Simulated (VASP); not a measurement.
# Mg (P1) in VASP: relaxation of cell and atoms with PBE

Aim: the relaxation of cell and atoms of Mg with PBE.

Program: VASP 6.6.1. These are calculated values, not measurements. Logs are shortened: lines on timing, memory, paths and dates and some standing lists are left out, and cuts for length are marked.

**1. The cell of the first run**

The typed cell holds 4 atoms: a = 3.216 Å, b = 5.538 Å, c = 5.714 Å, α = 110.73°, β = 89.99°, γ = 92.45°.

**2. Relaxation of cell and atoms, PBE**

INCAR reads:

```
  ALGO = Normal
  EDIFF = 1E-7
  EDIFFG = -0.025
  ENCUT = 600
  GGA = PE
  IBRION = 2
  ISIF = 3
  ISMEAR = 0
  LASPH = T
  LCHARG = F
  LREAL = F
  LWAVE = F
  NELM = 60
  NSW = 80
  PREC = Accurate
  SIGMA = 0.2
```

KPOINTS reads:

```
k-points
0
Gamma
  6 4 4
```

POSCAR reads:

```
Mg
1.0
    2.2314368681      2.3154853936     -0.0415740747
    2.1210620901     -2.2907315957      4.5744023592
    2.3162189264     -2.3152276371     -4.6820564482
Mg
4
Direct
   -0.0598843239     -0.0025466029      0.0003462454
    0.4936215231      0.5278981782      1.0027626429
    0.5119339937     -0.0472066015      0.5053711892
    0.0543288072      0.5218550262      0.4915199226
```

Potentials or basis: VASP PAW PBE potentials, release 64 (Mg).

Started as:

```sh
$ cat potpaw_PBE.64/Mg/POTCAR > POTCAR
$ mpirun -np 1 vasp_std > vasp.out
```

OUTCAR:

```text
EDIFF = 1E-7
   EDIFFG = -0.025
   ENCUT = 600
   GGA = PE
   IBRION = 2
   ISIF = 3
   ISMEAR = 0
   LASPH = T
   LREAL = F
   NELM = 60
   NSW = 80
   PREC = Accurate

 ion  position               nearest neighbor table
   1  0.940  0.997  0.000-   2 2.92   3 3.07   4 3.19   2 3.22   4 3.25   3 3.28   3 3.31   2 3.32
                             2 3.36   3 3.51
   2  0.494  0.528  0.003-   1 2.92   3 3.00   4 3.14   1 3.22   4 3.23   1 3.32   4 3.34   1 3.36
                             4 3.42   3 3.44
   3  0.512  0.953  0.505-   4 2.73   4 2.99   2 3.00   1 3.07   1 3.28   1 3.31   2 3.44   1 3.51
                             4 3.56   4 3.56
   4  0.054  0.522  0.492-   3 2.73   3 2.99   2 3.14   1 3.19   2 3.23   1 3.25   2 3.34   2 3.42
                             3 3.56   3 3.56

  LATTYP: Found a triclinic cell.
 ALAT       =     5.5381867590
 B/A-ratio  =     1.0316983210
 C/A-ratio  =     0.5806914204
 COS(alpha) =     0.0001236824
 COS(beta)  =     0.0427449019
 COS(gamma) =     0.3539783213

  Lattice vectors:

 A1 = (   2.1210620901,  -2.2907315957,   4.5744023592)
 A2 = (  -2.3162189264,   2.3152276371,   4.6820564482)
 A3 = (  -2.2314368681,  -2.3154853936,   0.0415740747)

Analysis of symmetry for initial positions (statically):
=====================================================================
 Subroutine PRICEL returns:
 Original cell was already a primitive cell.

 Routine SETGRP: Setting up the symmetry group for a
 triclinic supercell.

 Subroutine GETGRP returns: Found  1 space group operations
 (whereof  1 operations were pure point group operations)
 out of a pool of  2 trial point group operations.

The static configuration has the point symmetry C_1 .

Analysis of symmetry for dynamics (positions and initial velocities):
=====================================================================
 Subroutine PRICEL returns:
 Original cell was already a primitive cell.

 Routine SETGRP: Setting up the symmetry group for a
 triclinic supercell.

 Subroutine GETGRP returns: Found  1 space group operations
 (whereof  1 operations were pure point group operations)
 out of a pool of  2 trial point group operations.

The dynamic configuration has the point symmetry C_1 .

 Subroutine INISYM returns: Found  1 space group operations
 (whereof  1 operations are pure point group operations),
 and found     1 'primitive' translations

----------------------------------------------------------------------------------------

                                     Primitive cell

  volume of cell :      95.0774

  direct lattice vectors                    reciprocal lattice vectors
     2.231436868  2.315485394 -0.041574075     0.224197578  0.215889948  0.004155503
     2.121062090 -2.290731596  4.574402359     0.115037743 -0.108873626  0.110746172
     2.316218926 -2.315227637 -4.682056448     0.110401940 -0.108287289 -0.105418467

  length of vectors
     3.215977535  5.538186759  5.713737981     0.311272054  0.193266302  0.187157096

  position of ions in fractional coordinates (direct lattice)
     0.940115676  0.997453397  0.000346245
     0.493621523  0.527898178  0.002762643
     0.511933994  0.952793398  0.505371189
     0.054328807  0.521855026  0.491519923

  ion indices of the primitive-cell ions
   primitive index   ion index
                 1           1
                 2           2
                 3           3
                 4           4

----------------------------------------------------------------------------------------

 KPOINTS: k-points

Automatic generation of k-mesh.
 Grid dimensions read from file:
 generate k-points for:    6    4    4

 Generating k-lattice:

  Cartesian coordinates                     Fractional coordinates (reciprocal lattice)
     0.037366263  0.035981658  0.000692584     0.166666667 -0.000000000 -0.000000000
     0.028759436 -0.027218407  0.027686543     0.000000000  0.250000000  0.000000000
     0.027600485 -0.027071822 -0.026354617    -0.000000000 -0.000000000  0.250000000

  Length of vectors
     0.051878676  0.048316575  0.046789274

  Shift w.r.t. Gamma in fractional coordinates (k-lattice)
     0.000000000  0.000000000  0.000000000

 Subroutine IBZKPT returns following result:
 ===========================================

 Found     52 irreducible k-points:

 Following reciprocal coordinates:
            Coordinates               Weight
  0.000000  0.000000  0.000000      1.000000
  0.166667 -0.000000  0.000000      2.000000
  0.333333 -0.000000  0.000000      2.000000
  0.500000  0.000000  0.000000      1.000000
  0.000000  0.250000  0.000000      2.000000
  0.166667  0.250000  0.000000      2.000000
[... 16 lines left out ...]
  0.333333  0.250000  0.250000      2.000000
  0.500000  0.250000  0.250000      2.000000
 [... further k-points ...]
   k-points           NKPTS =     52   k-points in BZ     NKDIM =     52   number of bands    NBANDS=      8
   number of dos      NEDOS =    301   number of ions     NIONS =      4
   total plane-waves  NPLWV =  64512
   dimension x,y,z NGX =    28 NGY =   48 NGZ =   48
   dimension x,y,z NGXF=    56 NGYF=   96 NGZF=   96
   ions per type =               4
   NGX,Y,Z   is equivalent  to a cutoff of  14.47, 14.41, 13.97 a.u.
   NGXF,Y,Z  is equivalent  to a cutoff of  28.95, 28.82, 27.93 a.u.
 SYSTEM =  unknown system
   PREC   = accura    normal or accurate (medium, high low for compatibility)
   ISTART =      0    job   : 0-new  1-cont  2-samecut
   ICHARG =      2    charge: 1-file 2-atom 10-const
   ISPIN  =      1    spin polarized calculation?
   LNONCOLLINEAR =      F non collinear calculations
   LSORBIT =      F    spin-orbit coupling
   LASPH  =      T    aspherical Exc in radial PAW
   ENCUT  =  600.0 eV  44.10 Ry    6.64 a.u.   6.42 11.06 11.41*2*pi/ulx,y,z
   NELM   =     60;   NELMIN=  2; NELMDL= -5     # of ELM steps
   EDIFF  = 0.1E-06   stopping-criterion for ELM
   LREAL  =      F    real-space projection
   EDIFFG = -.3E-01   stopping-criterion for IOM
   NSW    =     80    number of steps for IOM
   IBRION =      2    ionic relax: 0-MD 1-quasi-New 2-CG
   NFREE  =      1    steps in history (QN), initial steepest desc. (CG)
   ISIF   =      3    stress and relaxation
   ISYM   =      2    0-nonsym 1-usesym 2-fastsym
   POTIM  = 0.5000    time-step for ionic-motion
   TEBEG  =    0.0;   TEEND  =   0.0 temperature during run
   PSTRESS=    0.0 pullay stress
   NELECT =       8.0000    total number of electrons
   NUPDOWN=      -1.0000    fix difference up-down
   EMIN   =  10.00;   EMAX   =-10.00  energy-range for DOS
   EFERMI =   0.00;   METHOD = LEGACY
   ISMEAR =     0;   SIGMA  =   0.20  broadening in eV -4-tet -1-fermi 0-gaus
   EFERMI_NEDOS =   21; number of points for ismear=-14 and -15
   IALGO  =     38    algorithm
   IMIX   =      4    mixing-type and parameters
     AMIX     =   0.40;   BMIX     =  1.00
     AMIX_MAG =   1.60;   BMIX_MAG =  1.00
  volume/ion in A,a.u.               =      23.77       160.40
  Fermi-wavevector in a.u.,A,eV,Ry     =   0.717374  1.355641  7.001909  0.514626
  Thomas-Fermi vector in A             =   1.806038
   LORBIT       =      0    0 simple, 1 ext, 2 COOP (PROOUT), +10 PAW based schemes
   GGA     = PE    functional components
   LHFCALC =     F    Hartree Fock is set to
   AEXX    =    0.0000 exact exchange contribution
   IVDW    =     0    specifies the selected vdW correction
   LEPSILON=     F    determine dielectric tensor
   LRPA    =     F    only Hartree local field effects (RPA)
 conjugate gradient relaxation of ions
 non-spin polarized calculation
 Gauss-broadening in eV      SIGMA  =   0.20
  energy-cutoff  :      600.00
  volume of cell :       95.08
 maximum number of plane-waves:      3191
 NGX is ok and might be reduce to    28
   NGX = 13   NGY = 23   NGZ = 23

--------------------------------------- Ionic step        1  -------------------------------------------

 number of electron       8.0000000 magnetization

 Free energy of the ion-electron system (eV)
  ---------------------------------------------------
  ext. energy  EPLUGINS =         0.00000000
  ---------------------------------------------------
  free energy    TOTEN  =        -5.62429210 eV

  energy without entropy =       -5.58295810  energy(sigma->0) =       -5.60362510

------------------------ aborting loop because EDIFF is reached ----------------------------------------

  FORCE on cell =-STRESS in cart. coord.  units (eV):
  Direction    XX          YY          ZZ          XY          YZ          ZX
  --------------------------------------------------------------------------------------
  -------------------------------------------------------------------------------------
  Total        0.9194931     -0.3249882     -0.0562227      0.1577108     -0.3386455      1.3167109
  in kB       15.4946536     -5.4764732     -0.9474263      2.6576323     -5.7066169     22.1882891
  external PRESSURE =       3.0235847 kB  Pullay stress =       0.0000000 kB
[... 95 lines left out ...]
  FREE ENERGIE OF THE ION-ELECTRON SYSTEM (eV)
  ---------------------------------------------------
  free  energy   TOTEN  =        -5.9062901890 eV

  energy  without entropy=       -5.8789256291  energy(sigma->0) =       -5.89260791

[... ionic steps 4 to 10 ...]

--------------------------------------- Ionic step       11  -------------------------------------------

 number of electron       8.0000000 magnetization

------------------------ aborting loop because EDIFF is reached ----------------------------------------
[... 71 lines left out ...]
--------------------------------------- Ionic step       13  -------------------------------------------

 number of electron       8.0000000 magnetization

 Free energy of the ion-electron system (eV)
  ---------------------------------------------------
  ext. energy  EPLUGINS =         0.00000000
  ---------------------------------------------------
  free energy    TOTEN  =        -6.00739322 eV

  energy without entropy =       -5.98777981  energy(sigma->0) =       -5.99758652

 E-fermi :   2.5500     XC(G=0):  -8.4851

 val. band max:        2.5208829816   @ k =   0.0000  -0.0000   0.2500
 cond. band min:       2.6623414863   @ k =   0.3333   0.2500   0.2500
 fundamental gap:      0.1414585047
 Fermi energy:         2.5500235644

 k-point     1 :       0.0000    0.0000    0.0000
  band No.  band energies     occupation
      1      -4.3014      2.00000
      2       0.9888      2.00000
      3       0.9996      2.00000
      4       1.4681      2.00000
      5       1.4874      2.00000
      6       2.4621      1.46565
      7       3.4888      0.00000
      8       8.5973      0.00000
[... 243 lines left out ...]
 k-point    24 :       0.5000    0.2500    0.2500
  band No.  band energies     occupation
      1       0.1021      2.00000
      2       0.1137      2.00000
      3       1.6969      2.00000
      4       1.7028      2.00000
      5       2.0793      1.99913
      6       2.0911      1.99883
      7       6.5173      0.00000
      8       6.5359      0.00000

 [... further k-points ...]
[... 5 lines left out ...]
  --------------------------------------------------------------------------------------
  -------------------------------------------------------------------------------------
  Total        0.0218415      0.0016045      0.0060210      0.0255541     -0.0067158      0.0446142
  in kB        0.3802679      0.0279341      0.1048275      0.4449039     -0.1169237      0.7767465
  external PRESSURE =       0.1710099 kB  Pullay stress =       0.0000000 kB
[... 19 lines left out ...]
  FREE ENERGIE OF THE ION-ELECTRON SYSTEM (eV)
  ---------------------------------------------------
  free  energy   TOTEN  =        -6.0073932239 eV

  energy  without entropy=       -5.9877798107  energy(sigma->0) =       -5.99758652

 reached required accuracy - stopping structural energy minimisation
```

Run time: 5 min. Hardware: 1 thread of Intel Xeon 8259CL, shared host; peak memory 0.27 GiB.

Results:

- Free energy: -6.0074 eV
- Relaxed volume: 23.01 Å³/atom
- Relaxed cell: a = 3.254 Å, b = 5.481 Å, c = 5.488 Å, α = 109.92°, β = 89.99°, γ = 90.08°
- Space group after relaxing (to 0.1 Å): Immm (No. 71)
- Energy gained by relaxing: 95.8 meV/atom
- Ionic steps: 13
- Pressure after relaxing: 0.0 GPa
- Largest force after relaxing: 0.020 eV/Å
- Band gap on the k mesh: zero (bands 4 and 5 overlap by 2.49 eV)

Forces on the atoms (eV/Å):
```
Mg   0.000 -0.005 -0.001
Mg   0.005  0.017  0.000
Mg   0.008  0.003  0.003
Mg  -0.013 -0.015 -0.002
```

Stress tensor (GPa, compression positive):
```
 0.04  0.04  0.08
 0.04  0.00 -0.01
 0.08 -0.01  0.01
```

Step by step:
| step | energy change (eV) | largest force (eV/Å) | pressure (GPa) | volume (Å³) |
| --- | --- | --- | --- | --- |
| 1 | 0.0000 | 1.3055 | 0.30 | 95.08 |
| 2 | -0.1858 | 0.8075 | -0.62 | 95.66 |
| 3 | -0.2820 | 0.3758 | -1.23 | 96.32 |
| 4 | -0.2854 | 0.3208 | -1.28 | 96.43 |
| 5 | -0.3367 | 0.2140 | -0.29 | 93.13 |
| 6 | -0.3486 | 0.2061 | 0.54 | 90.92 |
| 7 | -0.3586 | 0.1772 | 0.14 | 91.88 |
| 8 | -0.3609 | 0.1568 | -0.15 | 92.63 |
| 9 | -0.3684 | 0.1191 | -0.21 | 92.72 |
| 10 | -0.3786 | 0.0768 | -0.32 | 92.98 |
| 11 | -0.3819 | 0.0429 | 0.27 | 91.40 |
| 12 | -0.3820 | 0.0472 | 0.19 | 91.61 |
| 13 | -0.3831 | 0.0199 | 0.02 | 92.02 |

Final structure:
```
CELL_PARAMETERS angstrom
2.29983 2.30235 -0.00224
2.22313 -2.22669 4.48727
2.22794 -2.22872 -4.49312
ATOMIC_POSITIONS crystal
Mg 0.99928 0.00005 0.99976
Mg 0.49799 0.50046 0.00035
Mg 0.49970 0.99973 0.49996
Mg 0.00303 0.49977 0.49993
```

Levels at points of the mesh, in eV from the Fermi level:
```csv
k point,band 2,band 3,band 4,band 5,band 6,band 7
"(0.00, 0.00, 0.00)",-1.56,-1.55,-1.08,-1.06,-0.09,0.94
"(0.50, 0.00, 0.00)",-3.35,1.43,1.43,1.55,1.56,2.02
"(0.00, 0.50, 0.00)",-5.44,-1.84,-1.84,1.79,1.80,5.26
"(0.50, 0.50, 0.00)",-2.00,-1.99,-1.99,1.50,1.51,1.52
"(0.00, 0.00, 0.50)",-5.44,-1.83,-1.83,1.81,1.81,5.23
"(0.50, 0.00, 0.50)",-2.00,-2.00,-1.99,1.51,1.52,1.53
"(0.00, 0.50, 0.50)",-5.00,-3.12,-3.12,3.34,3.34,4.71
"(0.50, 0.50, 0.50)",-1.72,-1.38,-1.37,-0.20,-0.18,0.81
```
